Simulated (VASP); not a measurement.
# CuSn2 (P-6m2) in VASP: a series of runs

CuSn2 is run at these levels: PBE; tasks: relaxation of cell and atoms, single point.

All numbers are computed with VASP 6.6.1; they aren't measurements. Logs are shortened: lines on timing, memory, paths and dates and some standing lists are left out, and cuts for length are marked.

## 1. The cell of the first run

Symmetry: P-6m2, No. 187, hexagonal system. Conventional cell: a = 3.219 Å, b = 3.219 Å, c = 15.359 Å, α = 90.00°, β = 90.00°, γ = 120.00°. Cu (site symmetry 3m) has 6 Sn at 3.16 Å and 6 Cu at 3.22 Å within 4.2 Å. Within 4.2 Å of Sn (site symmetry 3m) lie 3 Cu at 3.16 Å and 9 Sn at 3.16 to 3.22 Å. Within 4.2 Å of Sn (site symmetry -6m2) lie 6 Cu at 3.16 Å and 6 Sn at 3.22 Å. Within 4.2 Å of Sn (site symmetry -6m2) lie 12 Sn at 3.16 to 3.22 Å.

## 2. Relaxation of cell and atoms, PBE

Input file INCAR:

```
SYSTEM = CuSn2
  ALGO = Normal
  EDIFF = 1E-6
  EDIFFG = -0.04
  ENCUT = 600
  GGA = PE
  IBRION = 2
  ISIF = 3
  ISMEAR = 0
  LASPH = .TRUE.
  LCHARG = .FALSE.
  LREAL = .FALSE.
  LWAVE = .FALSE.
  NELM = 80
  NSW = 90
  PREC = Accurate
  SIGMA = 0.1
```

Input file KPOINTS:

```
k-points
0
G
  6 6 1
  0 0 0
```

Input file POSCAR:

```
CuSn2
1.0
    3.2191348400      0.0000000000      0.0000000000
   -1.6095674200      2.7878525500      0.0000000000
    0.0000000000      0.0000000000     15.3588823400
Cu Sn
2 4
Direct
    0.6666666700      0.3333333300      0.3333333300
    0.6666666700      0.3333333300      0.6666666700
    0.3333333300      0.6666666700      0.8333333300
    0.3333333300      0.6666666700      0.1666666700
    0.3333333300      0.6666666700      0.5000000000
    0.6666666700      0.3333333300      0.0000000000
```

Potentials or basis: VASP PAW PBE potentials, release 64 (Cu, Sn_d).

Run with:

```
$ cat potpaw_PBE.64/Cu/POTCAR potpaw_PBE.64/Sn_d/POTCAR > POTCAR
$ mpirun -np 1 vasp_std > vasp.out
```

OUTCAR:

```text
SYSTEM = CuSn2
   EDIFF = 1E-6
   EDIFFG = -0.04
   ENCUT = 600
   GGA = PE
   IBRION = 2
   ISIF = 3
   ISMEAR = 0
   LASPH = .TRUE.
   LREAL = .FALSE.
   NELM = 80
   NSW = 90
   PREC = Accurate

 ion  position               nearest neighbor table
   1  0.667  0.333  0.333-   4 3.16   4 3.16   4 3.16   5 3.16   5 3.16   5 3.16
   2  0.667  0.333  0.667-   3 3.16   3 3.16   3 3.16   5 3.16   5 3.16   5 3.16
   3  0.333  0.667  0.833-   2 3.16   2 3.16   2 3.16   6 3.16   6 3.16   6 3.16
   4  0.333  0.667  0.167-   1 3.16   1 3.16   1 3.16   6 3.16   6 3.16   6 3.16
   5  0.333  0.667  0.500-   1 3.16   2 3.16   1 3.16   2 3.16   1 3.16   2 3.16
   6  0.667  0.333  0.000-   3 3.16   4 3.16   3 3.16   4 3.16   3 3.16   4 3.16

  LATTYP: Found a hexagonal cell.
 ALAT       =     3.2191348400
 C/A-ratio  =     4.7711211563

  Lattice vectors:

 A1 = (   3.2191348400,   0.0000000000,   0.0000000000)
 A2 = (  -1.6095674200,   2.7878525500,   0.0000000000)
 A3 = (   0.0000000000,   0.0000000000,  15.3588823400)

Analysis of symmetry for initial positions (statically):
=====================================================================
 Subroutine PRICEL returns:
 Original cell was already a primitive cell.

 Routine SETGRP: Setting up the symmetry group for a
 hexagonal supercell.

 Subroutine GETGRP returns: Found 12 space group operations
 (whereof 12 operations were pure point group operations)
 out of a pool of 24 trial point group operations.

The static configuration has the point symmetry D_3h.

Analysis of symmetry for dynamics (positions and initial velocities):
=====================================================================
 Subroutine PRICEL returns:
 Original cell was already a primitive cell.

 Routine SETGRP: Setting up the symmetry group for a
 hexagonal supercell.

 Subroutine GETGRP returns: Found 12 space group operations
 (whereof 12 operations were pure point group operations)
 out of a pool of 24 trial point group operations.

The dynamic configuration has the point symmetry D_3h.

 Subroutine INISYM returns: Found 12 space group operations
 (whereof 12 operations are pure point group operations),
 and found     1 'primitive' translations

----------------------------------------------------------------------------------------

                                     Primitive cell

[... 81 lines left out ...]
   LREAL  =      F    real-space projection
   EDIFFG = -.4E-01   stopping-criterion for IOM
   NSW    =     90    number of steps for IOM
   IBRION =      2    ionic relax: 0-MD 1-quasi-New 2-CG
   NFREE  =      1    steps in history (QN), initial steepest desc. (CG)
   ISIF   =      3    stress and relaxation
   ISYM   =      2    0-nonsym 1-usesym 2-fastsym
   POTIM  = 0.5000    time-step for ionic-motion
   TEBEG  =    0.0;   TEEND  =   0.0 temperature during run
   PSTRESS=    0.0 pullay stress
   NELECT =      78.0000    total number of electrons
   NUPDOWN=      -1.0000    fix difference up-down
   EMIN   =  10.00;   EMAX   =-10.00  energy-range for DOS
   EFERMI =   0.00;   METHOD = LEGACY
   ISMEAR =     0;   SIGMA  =   0.10  broadening in eV -4-tet -1-fermi 0-gaus
   EFERMI_NEDOS =   21; number of points for ismear=-14 and -15
   IALGO  =     38    algorithm
   IMIX   =      4    mixing-type and parameters
     AMIX     =   0.40;   BMIX     =  1.00
     AMIX_MAG =   1.60;   BMIX_MAG =  1.00
  volume/ion in A,a.u.               =      22.97       155.03
  Fermi-wavevector in a.u.,A,eV,Ry     =   1.354098  2.558875 24.947398  1.833582
  Thomas-Fermi vector in A             =   2.481298
   LORBIT       =      0    0 simple, 1 ext, 2 COOP (PROOUT), +10 PAW based schemes
   GGA     = PE    functional components
   LHFCALC =     F    Hartree Fock is set to
   AEXX    =    0.0000 exact exchange contribution
   IVDW    =     0    specifies the selected vdW correction
   LEPSILON=     F    determine dielectric tensor
   LRPA    =     F    only Hartree local field effects (RPA)
 conjugate gradient relaxation of ions
 non-spin polarized calculation
 Gauss-broadening in eV      SIGMA  =   0.10
  energy-cutoff  :      600.00
  volume of cell :      137.84
 maximum number of plane-waves:      4631
 NGX is ok and might be reduce to    28
   NGX = 13   NGY = 13   NGZ = 61

--------------------------------------- Ionic step        1  -------------------------------------------

 number of electron      77.9999996 magnetization

 Free energy of the ion-electron system (eV)
  ---------------------------------------------------
  ext. energy  EPLUGINS =         0.00000000
  ---------------------------------------------------
  free energy    TOTEN  =       -20.84491829 eV

  energy without entropy =      -20.83433778  energy(sigma->0) =      -20.83962804

------------------------ aborting loop because EDIFF is reached ----------------------------------------

  FORCE on cell =-STRESS in cart. coord.  units (eV):
  Direction    XX          YY          ZZ          XY          YZ          ZX
  --------------------------------------------------------------------------------------
  -------------------------------------------------------------------------------------
  Total        1.3596626      1.3596626     -2.4273719      0.0000000      0.0000000      0.0000000
  in kB       15.8042234     15.8042234    -28.2148868      0.0000000      0.0000000      0.0000000
  external PRESSURE =       1.1311866 kB  Pullay stress =       0.0000000 kB
[... 101 lines left out ...]
  FREE ENERGIE OF THE ION-ELECTRON SYSTEM (eV)
  ---------------------------------------------------
  free  energy   TOTEN  =       -21.5828144664 eV

  energy  without entropy=      -21.5736815155  energy(sigma->0) =      -21.57824799

[... ionic steps 4 to 12 ...]

--------------------------------------- Ionic step       13  -------------------------------------------

 number of electron      78.0000015 magnetization

------------------------ aborting loop because EDIFF is reached ----------------------------------------
[... 75 lines left out ...]
--------------------------------------- Ionic step       15  -------------------------------------------

 number of electron      78.0000005 magnetization

 Free energy of the ion-electron system (eV)
  ---------------------------------------------------
  ext. energy  EPLUGINS =         0.00000000
  ---------------------------------------------------
  free energy    TOTEN  =       -21.97190100 eV

  energy without entropy =      -21.95657885  energy(sigma->0) =      -21.96423992

 E-fermi :   8.0223     XC(G=0): -10.7198

 val. band max:        8.0090330038   @ k =   0.5000   0.0000   0.0000
 cond. band min:       8.3701987853   @ k =   0.3333   0.0000   0.0000
 fundamental gap:      0.3611657816
 Fermi energy:         8.0223029296

 k-point     1 :       0.0000    0.0000    0.0000
  band No.  band energies     occupation
      1     -13.7730      2.00000
      2     -13.7439      2.00000
      3     -13.7439      2.00000
      4     -13.7071      2.00000
      5     -13.7071      2.00000
      6     -13.6845      2.00000
[... 365 lines left out ...]
  FREE ENERGIE OF THE ION-ELECTRON SYSTEM (eV)
  ---------------------------------------------------
  free  energy   TOTEN  =       -21.9719009967 eV

  energy  without entropy=      -21.9565788467  energy(sigma->0) =      -21.96423992

 reached required accuracy - stopping structural energy minimisation
```

Run time: 23 min. Hardware: 1 thread of Intel Xeon 6975P-C, shared host; peak memory 0.33 GiB.

Results:

```
Free energy                            : -21.9719 eV
Relaxed volume                         : 22.37 Å³/atom
Relaxed cell                           : a = 3.287 Å, b = 3.287 Å, c = 14.348 Å, α = 90.00°, β = 90.00°, γ = 120.00°
Space group after relaxing (to 0.05 Å) : P-6m2 (No. 187)
Energy gained by relaxing              : 187.8 meV/atom
Ionic steps                            : 15
Pressure after relaxing                : 0.0 GPa
Largest force after relaxing           : 0.034 eV/Å
Band gap on the k mesh                 : zero (band 39 reaches 11.16 eV, above the bottom of band 40 at 6.33 eV)
```

Forces in eV/Å, atoms in the order of the input:
```
Cu   0.000  0.000  0.019
Cu   0.000  0.000 -0.019
Sn   0.000  0.000 -0.034
Sn   0.000  0.000  0.034
Sn   0.000  0.000  0.000
Sn   0.000  0.000  0.000
```

Step by step:
```
step  energy change (eV)  largest force (eV/Å)  pressure (GPa)  volume (Å³)
   1              0.0000                1.5630            0.11       137.84
   2             -0.2815                1.4021           -0.81       138.12
   3             -0.7379                0.8200           -1.51       138.43
   4             -0.7595                0.5181           -1.19       138.37
   5             -0.9026                0.6887            1.59       132.62
   6             -0.9026                0.6914            1.62       132.58
   7             -1.0077                0.4511           -0.68       136.85
   8             -1.0078                0.4614           -0.61       136.66
   9             -1.0587                0.3393           -0.08       134.80
  10             -1.0964                0.1092            0.96       131.80
  11             -1.1109                0.2212           -0.82       135.50
  12             -1.1153                0.1840           -0.22       134.27
  13             -1.1212                0.1238            0.05       133.78
  14             -1.1221                0.0935            0.20       133.52
  15             -1.1270                0.0341            0.02       134.25
```

Final structure:
```xyz
6
Lattice="3.2870 0.0000 0.0000 -1.6435 2.8466 0.0000 0.0000 0.0000 14.3476" Properties=species:S:1:pos:R:3 pbc="T T T"
Cu    1.6435    0.9489    5.0780
Cu    1.6435    0.9489    9.2697
Sn    0.0000    1.8977   11.3517
Sn    0.0000    1.8977    2.9959
Sn    0.0000    1.8977    7.1738
Sn    1.6435    0.9489    0.0000
```

Caveat: the k points lie up to 0.44 Å⁻¹ apart in the final cell; spin-orbit coupling is left out, which moves the levels of the heavy elements.

## 3. Relaxation of cell and atoms, PBE

This run uses another cell than the first one, of 22.43 Å³/atom, 0.976 times its volume.

Input file INCAR:

```
PREC     = Accurate       # precision mode
ENCUT    = 600            # plane-wave cutoff, eV
EDIFF    = 1E-6           # SCF threshold, eV
ISMEAR   = 0              # smearing method
SIGMA    = 0.1            # smearing width, eV
LREAL    = False          # projectors in reciprocal space
LASPH    = True           # aspherical terms in the spheres
NELM     = 100            # most SCF steps
ALGO     = Fast           # electronic algorithm
ISIF     = 3              # what is computed and relaxed
LWAVE    = False          # write WAVECAR
LCHARG   = False          # write CHGCAR
GGA      = PE             # functional
IBRION   = 2              # ionic algorithm
NSW      = 90             # ionic steps
EDIFFG   = -0.04          # ionic threshold
```

Input file KPOINTS:

```
regular mesh
0
Gamma
  6 6 2
```

Input file POSCAR:

```
CuSn2
1.0
    3.2875738770      0.0000000000      0.0000000000
   -1.6437869385      2.8471224943      0.0000000000
    0.0000000000      0.0000000000     14.3789506165
Cu Sn
2 4
Direct
    0.6666666667      0.3333333333      0.3554393538
    0.6666666667      0.3333333333      0.6445606462
    0.3333333333      0.6666666667      0.7892019384
    0.3333333333      0.6666666667      0.2107980616
    0.3333333333      0.6666666667      0.5000000000
    0.6666666667      0.3333333333      0.0000000000
```

Potentials or basis: VASP PAW PBE potentials, release 64 (Cu, Sn_d).

Run with:

```
$ cat potpaw_PBE.64/Cu/POTCAR potpaw_PBE.64/Sn_d/POTCAR > POTCAR
$ mpirun -np 1 vasp_std > vasp.out
```

Wall time 7.4 min (1 thread of Intel Xeon 6975P-C, shared host); peak memory 0.35 GiB.

It converged, with:

| Item | Value |
| --- | --- |
| Free energy | -21.8824 eV |
| Relaxed volume | 22.53 Å³/atom |
| Relaxed cell | a = 3.296 Å, b = 3.296 Å, c = 14.365 Å, α = 90.00°, β = 90.00°, γ = 120.00° |
| Space group after relaxing (to 0.05 Å) | P-6m2 (No. 187) |
| Energy gained by relaxing | 0.2 meV/atom |
| Ionic steps | 2 |
| Pressure after relaxing | 0.0 GPa |
| Largest force after relaxing | 0.027 eV/Å |
| Band gap on the k mesh | zero (band 39 reaches 12.82 eV, above the bottom of band 40 at 6.20 eV) |

Forces on the atoms (eV/Å):
```
Cu   0.000  0.000 -0.027
Cu   0.000  0.000  0.027
Sn   0.000  0.000  0.013
Sn   0.000  0.000 -0.013
Sn   0.000  0.000  0.000
Sn   0.000  0.000  0.000
```

Stress tensor (GPa, compression positive):
```
 0.06  0.00  0.00
 0.00  0.06  0.00
 0.00  0.00 -0.26
```

Step by step:
| step | energy change (eV) | largest force (eV/Å) | pressure (GPa) | volume (Å³) |
| --- | --- | --- | --- | --- |
| 1 | 0.0000 | 0.0297 | 0.21 | 134.59 |
| 2 | -0.0014 | 0.0270 | -0.05 | 135.17 |

Final structure:
```cif
data_structure
_symmetry_space_group_name_H-M 'P 1'
_symmetry_Int_Tables_number 1
_cell_length_a 3.2963
_cell_length_b 3.2963
_cell_length_c 14.3647
_cell_angle_alpha 90.000
_cell_angle_beta 90.000
_cell_angle_gamma 120.000
_cell_volume 135.17
loop_
_atom_site_label
_atom_site_type_symbol
_atom_site_fract_x
_atom_site_fract_y
_atom_site_fract_z
_atom_site_occupancy
Cu1 Cu 0.66667 0.33333 0.35535 1
Cu2 Cu 0.66667 0.33333 0.64465 1
Sn1 Sn 0.33333 0.66667 0.78930 1
Sn2 Sn 0.33333 0.66667 0.21070 1
Sn3 Sn 0.33333 0.66667 0.50000 1
Sn4 Sn 0.66667 0.33333 0.00000 1
```

Levels at points of the mesh, in eV from the Fermi level:
| k point | band 38 | band 39 | band 40 | band 41 | band 42 | band 43 |
| --- | --- | --- | --- | --- | --- | --- |
| (0.00, 0.00, 0.00) | 1.48 | 3.14 | 6.60 | 6.60 | 7.02 | 7.04 |
| (0.50, 0.00, 0.00) | -2.04 | -1.59 | -0.08 | 0.95 | 0.99 | 2.56 |
| (0.00, 0.00, 0.50) | 0.15 | 4.80 | 6.40 | 6.69 | 6.72 | 6.78 |
| (0.50, 0.00, 0.50) | -2.36 | -1.00 | -0.41 | 0.53 | 1.05 | 2.68 |

Caveat: the k points lie up to 0.37 Å⁻¹ apart in the final cell; spin-orbit coupling is left out, which moves the levels of the heavy elements.

[end of part 1 of 2]
